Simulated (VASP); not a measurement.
# Ga in VASP: notebook

Ga is run at these levels: PBE; tasks: single point, relaxation of cell and atoms.

All numbers are computed with VASP 6.6.1; they aren't measurements. Logs are shortened: lines on timing, memory, paths and dates and some standing lists are left out, and cuts for length are marked.

## (1) The cell of the first run

Symmetry: Fm-3m, No. 225, cubic system. The conventional cell has a = 4.230 Å, b = 4.230 Å, c = 4.230 Å, α = 90.00°, β = 90.00°, γ = 90.00°. Within 3.9 Å of Ga (site symmetry m-3m) lie 12 Ga at 2.99 Å.

## (2) Single point, PBE

Contents of INCAR:

```
  PREC = Accurate
  ENCUT = 520
  EDIFF = 1E-7
  ISMEAR = 0
  SIGMA = 0.1
  LREAL = False
  LASPH = True
  NELM = 80
  ALGO = Normal
  ISIF = 2
  LWAVE = False
  LCHARG = False
  GGA = PE
  NBANDS = 12
```

Contents of KPOINTS:

```
Automatic mesh
0
Gamma
  22 22 22
```

Contents of POSCAR:

```
Ga
1.0
    0.0000000000      2.1152121892      2.1152121892
    2.1152121892      0.0000000000      2.1152121892
    2.1152121892      2.1152121892      0.0000000000
Ga
1
Direct
    0.0000000000      0.0000000000      0.0000000000
```

Potentials or basis: VASP PAW PBE potentials, release 64 (Ga_d).

Started as:

```console
$ cat potpaw_PBE.64/Ga_d/POTCAR > POTCAR
$ mpirun -np 1 vasp_std > vasp.out
```

OUTCAR:

```text
PREC = Accurate
   ENCUT = 520
   EDIFF = 1E-7
   ISMEAR = 0
   LREAL = False
   LASPH = True
   NELM = 80
   ISIF = 2
   GGA = PE

 ion  position               nearest neighbor table
   1  0.000  0.000  0.000-

  LATTYP: Found a face centered cubic cell.
 ALAT       =     4.2304243784

  Lattice vectors:

 A1 = (   0.0000000000,   2.1152121892,   2.1152121892)
 A2 = (   2.1152121892,   0.0000000000,   2.1152121892)
 A3 = (   2.1152121892,   2.1152121892,   0.0000000000)

Analysis of symmetry for initial positions (statically):
=====================================================================
 Subroutine PRICEL returns:
 Original cell was already a primitive cell.

 Routine SETGRP: Setting up the symmetry group for a
 face centered cubic supercell.

 Subroutine GETGRP returns: Found 48 space group operations
 (whereof 48 operations were pure point group operations)
 out of a pool of 48 trial point group operations.

The static configuration has the point symmetry O_h .

Analysis of symmetry for dynamics (positions and initial velocities):
=====================================================================
 Subroutine PRICEL returns:
 Original cell was already a primitive cell.

 Routine SETGRP: Setting up the symmetry group for a
 face centered cubic supercell.

 Subroutine GETGRP returns: Found 48 space group operations
 (whereof 48 operations were pure point group operations)
 out of a pool of 48 trial point group operations.

The dynamic configuration has the point symmetry O_h .

 Subroutine INISYM returns: Found 48 space group operations
 (whereof 48 operations are pure point group operations),
 and found     1 'primitive' translations

----------------------------------------------------------------------------------------

                                     Primitive cell

  volume of cell :      18.9274

  direct lattice vectors                    reciprocal lattice vectors
     0.000000000  2.115212189  2.115212189    -0.236382904  0.236382904  0.236382904
     2.115212189  0.000000000  2.115212189     0.236382904 -0.236382904  0.236382904
     2.115212189  2.115212189  0.000000000     0.236382904  0.236382904 -0.236382904

  length of vectors
     2.991361765  2.991361765  2.991361765     0.409427200  0.409427200  0.409427200

  position of ions in fractional coordinates (direct lattice)
     0.000000000  0.000000000  0.000000000

  ion indices of the primitive-cell ions
   primitive index   ion index
                 1           1

----------------------------------------------------------------------------------------

 KPOINTS: Automatic mesh

Automatic generation of k-mesh.
 Grid dimensions read from file:
 generate k-points for:   22   22   22

 Generating k-lattice:

  Cartesian coordinates                     Fractional coordinates (reciprocal lattice)
    -0.010744677  0.010744677  0.010744677     0.045454545  0.000000000  0.000000000
     0.010744677 -0.010744677  0.010744677     0.000000000  0.045454545  0.000000000
     0.010744677  0.010744677 -0.010744677     0.000000000  0.000000000  0.045454545

  Length of vectors
     0.018610327  0.018610327  0.018610327

  Shift w.r.t. Gamma in fractional coordinates (k-lattice)
     0.000000000  0.000000000  0.000000000

 Subroutine IBZKPT returns following result:
 ===========================================

 Found    328 irreducible k-points:

 Following reciprocal coordinates:
            Coordinates               Weight
  0.000000  0.000000  0.000000      1.000000
  0.045455  0.000000  0.000000      8.000000
  0.090909  0.000000  0.000000      8.000000
  0.136364  0.000000  0.000000      8.000000
  0.181818  0.000000  0.000000      8.000000
  0.227273  0.000000  0.000000      8.000000
[... 16 lines left out ...]
  0.500000  0.045455  0.000000     24.000000
 -0.454545  0.045455  0.000000     24.000000
 [... further k-points ...]
   k-points           NKPTS =    328   k-points in BZ     NKDIM =    328   number of bands    NBANDS=     12
   number of dos      NEDOS =    301   number of ions     NIONS =      1
   total plane-waves  NPLWV =  13824
   dimension x,y,z NGX =    24 NGY =   24 NGZ =   24
   dimension x,y,z NGXF=    48 NGYF=   48 NGZF=   48
   ions per type =               1
   NGX,Y,Z   is equivalent  to a cutoff of  13.34, 13.34, 13.34 a.u.
   NGXF,Y,Z  is equivalent  to a cutoff of  26.68, 26.68, 26.68 a.u.
 SYSTEM =  unknown system
   PREC   = accura    normal or accurate (medium, high low for compatibility)
   ISTART =      0    job   : 0-new  1-cont  2-samecut
   ICHARG =      2    charge: 1-file 2-atom 10-const
   ISPIN  =      1    spin polarized calculation?
   LNONCOLLINEAR =      F non collinear calculations
   LSORBIT =      F    spin-orbit coupling
   LASPH  =      T    aspherical Exc in radial PAW
   ENCUT  =  520.0 eV  38.22 Ry    6.18 a.u.   5.56  5.56  5.56*2*pi/ulx,y,z
   NELM   =     80;   NELMIN=  2; NELMDL= -5     # of ELM steps
   EDIFF  = 0.1E-06   stopping-criterion for ELM
   LREAL  =      F    real-space projection
   EDIFFG = 0.1E-05   stopping-criterion for IOM
   NSW    =      0    number of steps for IOM
   IBRION =     -1    ionic relax: 0-MD 1-quasi-New 2-CG
   NFREE  =      0    steps in history (QN), initial steepest desc. (CG)
   ISIF   =      2    stress and relaxation
   ISYM   =      2    0-nonsym 1-usesym 2-fastsym
   POTIM  = 0.5000    time-step for ionic-motion
   TEBEG  =    0.0;   TEEND  =   0.0 temperature during run
   PSTRESS=    0.0 pullay stress
   NELECT =      13.0000    total number of electrons
   NUPDOWN=      -1.0000    fix difference up-down
   EMIN   =  10.00;   EMAX   =-10.00  energy-range for DOS
   EFERMI =   0.00;   METHOD = LEGACY
   ISMEAR =     0;   SIGMA  =   0.10  broadening in eV -4-tet -1-fermi 0-gaus
   EFERMI_NEDOS =   21; number of points for ismear=-14 and -15
   IALGO  =     38    algorithm
   IMIX   =      4    mixing-type and parameters
     AMIX     =   0.40;   BMIX     =  1.00
     AMIX_MAG =   1.60;   BMIX_MAG =  1.00
  volume/ion in A,a.u.               =      18.93       127.73
  Fermi-wavevector in a.u.,A,eV,Ry     =   1.444415  2.729549 28.386309  2.086335
  Thomas-Fermi vector in A             =   2.562713
   LORBIT       =      0    0 simple, 1 ext, 2 COOP (PROOUT), +10 PAW based schemes
   GGA     = PE    functional components
   LHFCALC =     F    Hartree Fock is set to
   AEXX    =    0.0000 exact exchange contribution
   IVDW    =     0    specifies the selected vdW correction
   LEPSILON=     F    determine dielectric tensor
   LRPA    =     F    only Hartree local field effects (RPA)
 non-spin polarized calculation
 Gauss-broadening in eV      SIGMA  =   0.10
  energy-cutoff  :      520.00
  volume of cell :       18.93
 maximum number of plane-waves:       532
   NGX = 11   NGY = 11   NGZ = 11

 number of electron      13.0000010 magnetization

 Free energy of the ion-electron system (eV)
  ---------------------------------------------------
  ext. energy  EPLUGINS =         0.00000000
  ---------------------------------------------------
  free energy    TOTEN  =        -2.88737732 eV

  energy without entropy =       -2.88489500  energy(sigma->0) =       -2.88613616

 E-fermi :   5.5562     XC(G=0): -11.0043

 val. band max:        5.5497890059   @ k =  -0.3182   0.1364   0.0000
 cond. band min:       5.5814153455   @ k =  -0.4545   0.3636   0.0455
 fundamental gap:      0.0316263396
 Fermi energy:         5.5562481653

 k-point     1 :       0.0000    0.0000    0.0000
  band No.  band energies     occupation
      1      -9.3706      2.00000
      2      -9.3706      2.00000
      3      -9.3706      2.00000
      4      -9.2513      2.00000
      5      -9.2513      2.00000
      6      -5.4917      2.00000
      7      17.7114      0.00000
      8      17.7114      0.00000
      9      17.7114      0.00000
     10      21.3445      0.00000
     11      21.5774      0.00000
     12      21.5774      0.00000

 k-point     2 :       0.0455    0.0000    0.0000
  band No.  band energies     occupation
      1      -9.3713      2.00000
      2      -9.3681      2.00000
      3      -9.3681      2.00000
      4      -9.2518      2.00000
      5      -9.2518      2.00000
      6      -5.4389      2.00000
      7      16.9891      0.00000
      8      17.5932      0.00000
      9      17.5932      0.00000
     10      20.5802      0.00000
     11      21.7708      0.00000
     12      21.7708      0.00000

 k-point     3 :       0.0909    0.0000    0.0000
  band No.  band energies     occupation
      1      -9.3735      2.00000
      2      -9.3612      2.00000
      3      -9.3612      2.00000
      4      -9.2525      2.00000
      5      -9.2525      2.00000
      6      -5.2798      2.00000
      7      15.4058      0.00000
      8      17.2993      0.00000
      9      17.2993      0.00000
     10      20.2082      0.00000
     11      22.2742      0.00000
     12      22.2742      0.00000
[... 286 lines left out ...]
 k-point    23 :       0.5000    0.0455    0.0000
  band No.  band energies     occupation
      1      -9.4408      2.00000
      2      -9.3673      2.00000
      3      -9.3616      2.00000
      4      -9.1552      2.00000
      5      -9.1486      2.00000
      6       0.4872      2.00000
      7       1.7733      2.00000
      8      14.8695      0.00000
      9      15.1104      0.00000
     10      18.8563      0.00000
     11      20.3678      0.00000
     12      20.9324      0.00000

 k-point    24 :      -0.4545    0.0455    0.0000
  band No.  band energies     occupation
      1      -9.4401      2.00000
      2      -9.3664      2.00000
      3      -9.3617      2.00000
      4      -9.1531      2.00000
      5      -9.1531      2.00000
      6       0.2069      2.00000
      7       2.0880      2.00000
      8      14.7096      0.00000
      9      15.2911      0.00000
     10      19.0217      0.00000
     11      20.2239      0.00000
     12      20.7542      0.00000

 [... further k-points ...]
[... 5 lines left out ...]
  --------------------------------------------------------------------------------------
  -------------------------------------------------------------------------------------
  Total        0.0121159      0.0121159      0.0121159     -0.0000000     -0.0000000      0.0000000
  in kB        1.0255876      1.0255876      1.0255876     -0.0000000     -0.0000000      0.0000000
  external PRESSURE =       1.0255876 kB  Pullay stress =       0.0000000 kB

 VOLUME and BASIS-vectors are now :
 -----------------------------------------------------------------------------
  energy-cutoff  :      520.00
  volume of cell :       18.93
      direct lattice vectors                 reciprocal lattice vectors
     0.000000000  2.115212189  2.115212189    -0.236382904  0.236382904  0.236382904
     2.115212189  0.000000000  2.115212189     0.236382904 -0.236382904  0.236382904
     2.115212189  2.115212189  0.000000000     0.236382904  0.236382904 -0.236382904

 POSITION                                       TOTAL-FORCE (eV/Angst)
 -----------------------------------------------------------------------------------
      0.00000      0.00000      0.00000         0.000000     -0.000000     -0.000000
 -----------------------------------------------------------------------------------
    total drift:                               -0.000000     -0.000000     -0.000000

  FREE ENERGIE OF THE ION-ELECTRON SYSTEM (eV)
  ---------------------------------------------------
  free  energy   TOTEN  =        -2.8873773236 eV

  energy  without entropy=       -2.8848949970  energy(sigma->0) =       -2.88613616
```

It took 2.6 min on 1 thread of AMD EPYC 7R13, shared host; peak memory 0.16 GiB.

Results:

- Free energy: -2.8874 eV
- Pressure: 0.1 GPa

## (3) Relaxation of cell and atoms, PBE

This run uses another cell than the first one, of 18.75 Å³/atom, 0.991 times its volume.

Contents of INCAR:

```
PREC = Accurate
ENCUT = 600
EDIFF = 1E-6
ISMEAR = 0
SIGMA = 0.1
LREAL = False
LASPH = True
NELM = 60
ALGO = Normal
ISIF = 3
LWAVE = False
LCHARG = False
GGA = PE
IBRION = 2
NSW = 100
EDIFFG = -0.01
```

Contents of KPOINTS:

```
regular mesh
0
Gamma
  22 22 22
```

Contents of POSCAR:

```
Ga
1.0
    0.0000000000      2.1087685091      2.1087685091
    2.1087685091      0.0000000000      2.1087685091
    2.1087685091      2.1087685091      0.0000000000
Ga
1
Direct
    0.0000000000      0.0000000000      0.0000000000
```

Potentials or basis: VASP PAW PBE potentials, release 64 (Ga_d).

Started as:

```console
$ cat potpaw_PBE.64/Ga_d/POTCAR > POTCAR
$ mpirun -np 1 vasp_std > vasp.out
```

OUTCAR:

```text
PREC = Accurate
   ENCUT = 600
   EDIFF = 1E-6
   ISMEAR = 0
   LREAL = False
   LASPH = True
   NELM = 60
   ISIF = 3
   GGA = PE
   IBRION = 2
   NSW = 100
   EDIFFG = -0.01

 ion  position               nearest neighbor table
   1  0.000  0.000  0.000-

  LATTYP: Found a face centered cubic cell.
 ALAT       =     4.2175370182

  Lattice vectors:

 A1 = (   0.0000000000,   2.1087685091,   2.1087685091)
 A2 = (   2.1087685091,   0.0000000000,   2.1087685091)
 A3 = (   2.1087685091,   2.1087685091,   0.0000000000)

Analysis of symmetry for initial positions (statically):
=====================================================================
 Subroutine PRICEL returns:
 Original cell was already a primitive cell.

[... 352 lines left out ...]

 E-fermi :   5.5509     XC(G=0): -11.0015

 val. band max:        5.5445522585   @ k =  -0.3182   0.1364   0.0000
 cond. band min:       5.5753027183   @ k =  -0.4545   0.3636   0.0455
 fundamental gap:      0.0307504599
 Fermi energy:         5.5508710935

 k-point     1 :       0.0000    0.0000    0.0000
  band No.  band energies     occupation
      1      -9.3759      2.00000
      2      -9.3759      2.00000
      3      -9.3759      2.00000
      4      -9.2568      2.00000
      5      -9.2568      2.00000
      6      -5.4927      2.00000
      7      17.7001      0.00000
      8      17.7001      0.00000
      9      17.7001      0.00000
     10      21.3363      0.00000
[... 287 lines left out ...]
 k-point    24 :      -0.4545    0.0455    0.0000
  band No.  band energies     occupation
      1      -9.4452      2.00000
      2      -9.3717      2.00000
      3      -9.3670      2.00000
      4      -9.1587      2.00000
      5      -9.1587      2.00000
      6       0.2029      2.00000
      7       2.0847      2.00000
      8      14.7001      0.00000
      9      15.2812      0.00000
     10      19.0134      0.00000

 [... further k-points ...]
[... 5 lines left out ...]
  --------------------------------------------------------------------------------------
  -------------------------------------------------------------------------------------
  Total       -0.0007793     -0.0007793     -0.0007793     -0.0000000      0.0000000      0.0000000
  in kB       -0.0659299     -0.0659299     -0.0659299     -0.0000000      0.0000000      0.0000000
  external PRESSURE =      -0.0659299 kB  Pullay stress =       0.0000000 kB
[... 16 lines left out ...]
  FREE ENERGIE OF THE ION-ELECTRON SYSTEM (eV)
  ---------------------------------------------------
  free  energy   TOTEN  =        -2.8871829169 eV

  energy  without entropy=       -2.8846990034  energy(sigma->0) =       -2.88594096

 reached required accuracy - stopping structural energy minimisation
```

Run time: 6.5 min. Hardware: 1 thread of AMD EPYC 7R13, shared host; peak memory 0.18 GiB.

Results:

```
Free energy                            : -2.8872 eV
Relaxed volume                         : 18.94 Å³/atom
Relaxed cell                           : a = 2.992 Å, b = 2.992 Å, c = 2.992 Å, α = 60.00°, β = 60.00°, γ = 60.00°
Space group after relaxing (to 0.05 Å) : Fm-3m (No. 225)
Energy gained by relaxing              : 0.3 meV/atom
Ionic steps                            : 6
Pressure after relaxing                : 0.0 GPa
```

The path:
| step | energy change (eV) | largest force (eV/Å) | pressure (GPa) | volume (Å³) |
| --- | --- | --- | --- | --- |
| 1 | 0.0000 | 0.0000 | 0.48 | 18.75 |
| 2 | -0.0003 | 0.0000 | -0.09 | 18.91 |
| 3 | -0.0003 | 0.0000 | 0.15 | 18.90 |
| 4 | -0.0003 | 0.0000 | 0.11 | 18.90 |
| 5 | -0.0003 | 0.0000 | 0.09 | 18.91 |
| 6 | -0.0003 | 0.0000 | -0.01 | 18.94 |

Final structure:
```yaml
crystal:
  lattice:
    - [0.00000, 2.11560, 2.11560]
    - [2.11560, 0.00000, 2.11560]
    - [2.11560, 2.11560, 0.00000]
  atoms:
    - { symbol: Ga, position: [0.00000, 0.00000, 0.00000] }
```

Levels at points of the mesh, in eV from the Fermi level:
```
           k point  band 2  band 3  band 4  band 5  band 6  band 7  band 8  band 9  band 10
(0.00, 0.00, 0.00)  -14.93  -14.93  -14.81  -14.81  -11.04   12.15   12.15   12.15    15.79
(0.50, 0.00, 0.00)  -14.92  -14.92  -14.71  -14.71   -4.98   -3.97    9.80    9.80    14.46
(0.50, 0.50, 0.00)  -15.04  -14.71  -14.68  -14.68   -2.56   -2.38    4.89    4.89     8.35
```

(Continued in part 2 of 2.)
